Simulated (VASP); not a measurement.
# CoSi2 in VASP: single point with PBE

Aim: the single point of CoSi2 with PBE.

All numbers are computed with VASP 6.6.1; they aren't measurements. Logs are shortened: lines on timing, memory, paths and dates and some standing lists are left out, and cuts for length are marked.

### 1 The cell of the first run

The cell holds a slab with vacuum, 9 atoms: a = 3.868 Å, b = 3.868 Å, c = 30.658 Å, α = 90.00°, β = 90.00°, γ = 90.00°.

### 2 Single point, PBE

INCAR reads:

```
ALGO     = Normal         # electronic algorithm
DIPOL    = 0.5 0.5 0.634
EDIFF    = 1E-7           # SCF threshold, eV
ENCUT    = 520            # plane-wave cutoff, eV
GGA      = PE             # functional
IDIPOL   = 3            
ISIF     = 2              # what is computed and relaxed
ISMEAR   = 0              # smearing method
LASPH    = T              # aspherical terms in the spheres
LCHARG   = T              # write CHGCAR
LDIPOL   = T            
LELF     = T              # ELF
LREAL    = F              # projectors in reciprocal space
LVACPOTAV= T            
LVHAR    = T            
LWAVE    = F              # write WAVECAR
NBANDS   = 36             # bands
NELM     = 60             # most SCF steps
PREC     = Accurate       # precision mode
SIGMA    = 0.1            # smearing width, eV
```

KPOINTS reads:

```
k-points
0
Gamma
  9 9 1
```

POSCAR reads:

```
CoSi2
1.0
    3.8677060746      0.0000000000      0.0000000000
    0.0000000000      3.8677060746      0.0000000000
    0.0000000000      0.0000000000     30.6575878124
Si Co
6 3
Direct
    0.4793267397      0.7019890694      0.5313999149
    1.0060320615      0.2027015282      0.5380977197
    1.0062848731      1.1955363287      0.6210983674
    0.5086695698      0.7013832199      0.6201122985
    0.5090684529      0.6902917782      0.7057605640
    1.0062696130      1.1988586636      0.7061109025
    0.5052087173      0.2021971430      0.5753647671
    1.0084087640      0.6960088793      0.6617029739
    0.5057519634      1.1885731952      0.7449842037
```

Potentials or basis: VASP PAW PBE potentials, release 64 (Si, Co).

Run with:

```sh
$ cat potpaw_PBE.64/Si/POTCAR potpaw_PBE.64/Co/POTCAR > POTCAR
$ mpirun -np 1 vasp_std > vasp.out
```

OUTCAR:

```text
EDIFF = 1E-7
   ENCUT = 520
   GGA = PE
   ISIF = 2
   ISMEAR = 0
   LASPH = T
   LREAL = F
   NELM = 60
   PREC = Accurate

 ion  position               nearest neighbor table
   1  0.479  0.702  0.531-   7 2.36   7 2.36   2 2.67   2 2.67   4 2.72   2 2.81   2 2.82
   2  0.006  0.203  0.538-   7 2.24   7 2.25   3 2.54   1 2.67   1 2.67   1 2.81   1 2.82
   3  0.006  0.196  0.621-   8 2.30   8 2.30   7 2.39   7 2.39   2 2.54   6 2.61   4 2.71   4 2.73
                             4 2.74   4 2.76
   4  0.509  0.701  0.620-   8 2.32   8 2.32   7 2.37   7 2.37   5 2.63   3 2.71   1 2.72   3 2.73
                             3 2.74   3 2.76
   5  0.509  0.690  0.706-   9 2.27   9 2.28   8 2.36   8 2.36   4 2.63   6 2.70   6 2.72   6 2.75
                             6 2.77
   6  0.006  0.199  0.706-   9 2.27   9 2.27   8 2.36   8 2.37   3 2.61   5 2.70   5 2.72   5 2.75
                             5 2.77
   7  0.505  0.202  0.575-   2 2.24   2 2.25   1 2.36   1 2.36   4 2.37   4 2.37   3 2.39   3 2.39

   8  0.008  0.696  0.662-   3 2.30   3 2.30   4 2.32   4 2.32   6 2.36   5 2.36   5 2.36   6 2.37

   9  0.506  0.189  0.745-   6 2.27   5 2.27   6 2.27   5 2.28

  LATTYP: Found a simple tetragonal cell.
 ALAT       =     3.8677060746
 C/A-ratio  =     7.9265557468

  Lattice vectors:

 A1 = (   3.8677060746,   0.0000000000,   0.0000000000)
 A2 = (   0.0000000000,   3.8677060746,   0.0000000000)
 A3 = (   0.0000000000,   0.0000000000,  30.6575878124)

Analysis of symmetry for initial positions (statically):
=====================================================================
 Subroutine PRICEL returns:
 Original cell was already a primitive cell.

 Routine SETGRP: Setting up the symmetry group for a
 simple tetragonal supercell.

 Subroutine GETGRP returns: Found  1 space group operations
 (whereof  1 operations were pure point group operations)
 out of a pool of 16 trial point group operations.

The static configuration has the point symmetry C_1 .

Analysis of symmetry for dynamics (positions and initial velocities):
=====================================================================
 Subroutine PRICEL returns:
 Original cell was already a primitive cell.

 Routine SETGRP: Setting up the symmetry group for a
 simple tetragonal supercell.

 Subroutine GETGRP returns: Found  1 space group operations
 (whereof  1 operations were pure point group operations)
 out of a pool of 16 trial point group operations.

The dynamic configuration has the point symmetry C_1 .

 Subroutine INISYM returns: Found  1 space group operations
 (whereof  1 operations are pure point group operations),
 and found     1 'primitive' translations

----------------------------------------------------------------------------------------

                                     Primitive cell

  volume of cell :     458.6115

  direct lattice vectors                    reciprocal lattice vectors
     3.867706075  0.000000000  0.000000000     0.258551188  0.000000000  0.000000000
     0.000000000  3.867706075  0.000000000     0.000000000  0.258551188  0.000000000
     0.000000000  0.000000000 30.657587812     0.000000000  0.000000000  0.032618352

  length of vectors
     3.867706075  3.867706075 30.657587812     0.258551188  0.258551188  0.032618352

  position of ions in fractional coordinates (direct lattice)
     0.479326740  0.701989069  0.531399915
     0.006032062  0.202701528  0.538097720
     0.006284873  0.195536329  0.621098367
     0.508669570  0.701383220  0.620112298
     0.509068453  0.690291778  0.705760564
     0.006269613  0.198858664  0.706110903
     0.505208717  0.202197143  0.575364767
     0.008408764  0.696008879  0.661702974
     0.505751963  0.188573195  0.744984204

  ion indices of the primitive-cell ions
   primitive index   ion index
                 1           1
                 2           2
                 3           3
                 4           4
                 5           5
                 6           6
                 7           7
                 8           8
                 9           9

----------------------------------------------------------------------------------------

 KPOINTS: k-points

Automatic generation of k-mesh.
 Grid dimensions read from file:
 generate k-points for:    9    9    1

 Generating k-lattice:

  Cartesian coordinates                     Fractional coordinates (reciprocal lattice)
     0.028727910  0.000000000  0.000000000     0.111111111  0.000000000  0.000000000
     0.000000000  0.028727910  0.000000000     0.000000000  0.111111111  0.000000000
     0.000000000  0.000000000  0.032618352     0.000000000  0.000000000  1.000000000

  Length of vectors
     0.028727910  0.028727910  0.032618352

  Shift w.r.t. Gamma in fractional coordinates (k-lattice)
     0.000000000  0.000000000  0.000000000

 Subroutine IBZKPT returns following result:
 ===========================================

 Found     41 irreducible k-points:

 Following reciprocal coordinates:
            Coordinates               Weight
  0.000000  0.000000  0.000000      1.000000
  0.111111  0.000000  0.000000      2.000000
  0.000000  0.111111  0.000000      2.000000
  0.222222  0.000000  0.000000      2.000000
  0.000000  0.222222  0.000000      2.000000
  0.333333  0.000000  0.000000      2.000000
[... 16 lines left out ...]
  0.111111  0.444444  0.000000      2.000000
  0.222222  0.222222  0.000000      2.000000
 [... further k-points ...]
   k-points           NKPTS =     41   k-points in BZ     NKDIM =     41   number of bands    NBANDS=     36
   number of dos      NEDOS =    301   number of ions     NIONS =      9
   total plane-waves  NPLWV = 216000
   dimension x,y,z NGX =    30 NGY =   30 NGZ =  240
   dimension x,y,z NGXF=    60 NGYF=   60 NGZF=  480
   ions per type =               6   3
   NGX,Y,Z   is equivalent  to a cutoff of  12.89, 12.89, 13.01 a.u.
   NGXF,Y,Z  is equivalent  to a cutoff of  25.79, 25.79, 26.03 a.u.
 SYSTEM =  unknown system
   PREC   = accura    normal or accurate (medium, high low for compatibility)
   ISTART =      0    job   : 0-new  1-cont  2-samecut
   ICHARG =      2    charge: 1-file 2-atom 10-const
   ISPIN  =      1    spin polarized calculation?
   LNONCOLLINEAR =      F non collinear calculations
   LSORBIT =      F    spin-orbit coupling
   LASPH  =      T    aspherical Exc in radial PAW
   ENCUT  =  520.0 eV  38.22 Ry    6.18 a.u.   7.19  7.19 57.00*2*pi/ulx,y,z
   NELM   =     60;   NELMIN=  2; NELMDL= -5     # of ELM steps
   EDIFF  = 0.1E-06   stopping-criterion for ELM
   LREAL  =      F    real-space projection
   EDIFFG = 0.1E-05   stopping-criterion for IOM
   NSW    =      0    number of steps for IOM
   IBRION =     -1    ionic relax: 0-MD 1-quasi-New 2-CG
   NFREE  =      0    steps in history (QN), initial steepest desc. (CG)
   ISIF   =      2    stress and relaxation
   ISYM   =      2    0-nonsym 1-usesym 2-fastsym
   POTIM  = 0.5000    time-step for ionic-motion
   TEBEG  =    0.0;   TEEND  =   0.0 temperature during run
   PSTRESS=    0.0 pullay stress
   NELECT =      51.0000    total number of electrons
   NUPDOWN=      -1.0000    fix difference up-down
   EMIN   =  10.00;   EMAX   =-10.00  energy-range for DOS
   EFERMI =   0.00;   METHOD = LEGACY
   ISMEAR =     0;   SIGMA  =   0.10  broadening in eV -4-tet -1-fermi 0-gaus
   EFERMI_NEDOS =   21; number of points for ismear=-14 and -15
   IALGO  =     38    algorithm
   IMIX   =      4    mixing-type and parameters
     AMIX     =   0.40;   BMIX     =  1.00
     AMIX_MAG =   1.60;   BMIX_MAG =  1.00
  volume/ion in A,a.u.               =      50.96       343.87
  Fermi-wavevector in a.u.,A,eV,Ry     =   0.787257  1.487700  8.432534  0.619774
  Thomas-Fermi vector in A             =   1.891961
   LORBIT       =      0    0 simple, 1 ext, 2 COOP (PROOUT), +10 PAW based schemes
   GGA     = PE    functional components
   LHFCALC =     F    Hartree Fock is set to
   AEXX    =    0.0000 exact exchange contribution
   IVDW    =     0    specifies the selected vdW correction
   LEPSILON=     F    determine dielectric tensor
   LRPA    =     F    only Hartree local field effects (RPA)
 non-spin polarized calculation
 Gauss-broadening in eV      SIGMA  =   0.10
  energy-cutoff  :      520.00
  volume of cell :      458.61
 maximum number of plane-waves:     12390
 NGX is ok and might be reduce to    30
   NGX = 15   NGY = 15   NGZ =115

 dipolmoment           0.000000      0.000000      0.068082 electrons x Angstroem

 number of electron      50.9999993 magnetization

 dipolmoment           0.000000      0.000000     -0.068697 electrons x Angstroem

 Free energy of the ion-electron system (eV)
  ---------------------------------------------------
  ext. energy  EPLUGINS =         0.00000000
  ---------------------------------------------------
  free energy    TOTEN  =       -53.52522993 eV

  energy without entropy =      -53.48816116  energy(sigma->0) =      -53.50669554

 E-fermi :  -0.6831     XC(G=0):  -3.6659

 val. band max:       -0.6876391915   @ k =   0.2222   0.3333   0.0000
 cond. band min:      -0.6779322340   @ k =   0.0000   0.0000   0.0000
 fundamental gap:      0.0097069575
 Fermi energy:        -0.6830533670

 k-point     1 :       0.0000    0.0000    0.0000
  band No.  band energies     occupation
      1     -13.2208      2.00000
      2     -11.8445      2.00000
      3     -10.0059      2.00000
      4      -7.0863      2.00000
      5      -6.3984      2.00000
      6      -5.9194      2.00000
[... 28 lines left out ...]
     35       3.2143      0.00000
     36       3.5205      0.00000
[... 866 lines left out ...]
      6      -6.0307      2.00000
[... 28 lines left out ...]
     35       3.4055      0.00000
     36       3.6060      0.00000

 [... further k-points ...]

------------------------ aborting loop because EDIFF is reached ----------------------------------------

 vacuum level on the upper side and lower side of the slab       (xc-potential included)        -0.447         0.219

  FORCE on cell =-STRESS in cart. coord.  units (eV):
  Direction    XX          YY          ZZ          XY          YZ          ZX
  --------------------------------------------------------------------------------------
  -------------------------------------------------------------------------------------
  Total       -4.5138627     -5.3439477     -0.0631707     -0.0033680     -0.0108597     -0.0941714
  in kB      -15.7693583    -18.6692931     -0.2206893     -0.0117663     -0.0379389     -0.3289917
  external PRESSURE =     -11.5531136 kB  Pullay stress =       0.0000000 kB

 VOLUME and BASIS-vectors are now :
 -----------------------------------------------------------------------------
  energy-cutoff  :      520.00
  volume of cell :      458.61
      direct lattice vectors                 reciprocal lattice vectors
     3.867706075  0.000000000  0.000000000     0.258551188  0.000000000  0.000000000
     0.000000000  3.867706075  0.000000000     0.000000000  0.258551188  0.000000000
     0.000000000  0.000000000 30.657587812     0.000000000  0.000000000  0.032618352

 POSITION                                       TOTAL-FORCE (eV/Angst)
 -----------------------------------------------------------------------------------
      1.85389      2.71509     16.29144         0.119788     -0.004017      0.282604
      0.02333      0.78399     16.49678        -0.120434      0.002057     -0.491002
      0.02431      0.75628     19.04138        -0.012930      0.015991     -0.296909
      1.96738      2.71274     19.01115        -0.022546     -0.012096     -0.451499
      1.96893      2.66985     21.63692        -0.024757     -0.000582     -0.031463
      0.02425      0.76913     21.64766         0.005672     -0.014620      0.011513
      1.95400      0.78204     17.63930         0.044231      0.004447      0.667734
      0.03252      2.69196     20.28622         0.001208      0.002163      0.281352
      1.95610      0.72935     22.83942         0.009768      0.006658      0.027670
 -----------------------------------------------------------------------------------
    total drift:                               -0.000899     -0.000272     -0.000022

  FREE ENERGIE OF THE ION-ELECTRON SYSTEM (eV)
  ---------------------------------------------------
  free  energy   TOTEN  =       -53.5252299255 eV

  energy  without entropy=      -53.4881611625  energy(sigma->0) =      -53.50669554

 vacuum level on the upper side and lower side of the slab         3.273         4.105
```

Wall time 51 min (1 thread of AMD EPYC 7R13, shared host); peak memory 0.8 GiB.

Results:

| Item | Value |
| --- | --- |
| Free energy | -53.5252 eV |
| Largest force | 0.669 eV/Å |
| Work function of the upper face | 3.96 eV |
| Work function of the lower face | 4.79 eV |

Forces on the atoms (eV/Å):
```
Si   0.120 -0.004  0.283
Si  -0.120  0.002 -0.491
Si  -0.013  0.016 -0.297
Si  -0.023 -0.012 -0.451
Si  -0.025 -0.001 -0.031
Si   0.006 -0.015  0.012
Co   0.044  0.004  0.668
Co   0.001  0.002  0.281
Co   0.010  0.007  0.028
```

Levels at points of the mesh, in eV from the Fermi level:
```tsv
k point	band 23	band 24	band 25	band 26	band 27	band 28
(0.00, 0.00, 0.00)	-0.22	-0.02	0.01	0.95	0.99	1.47
```
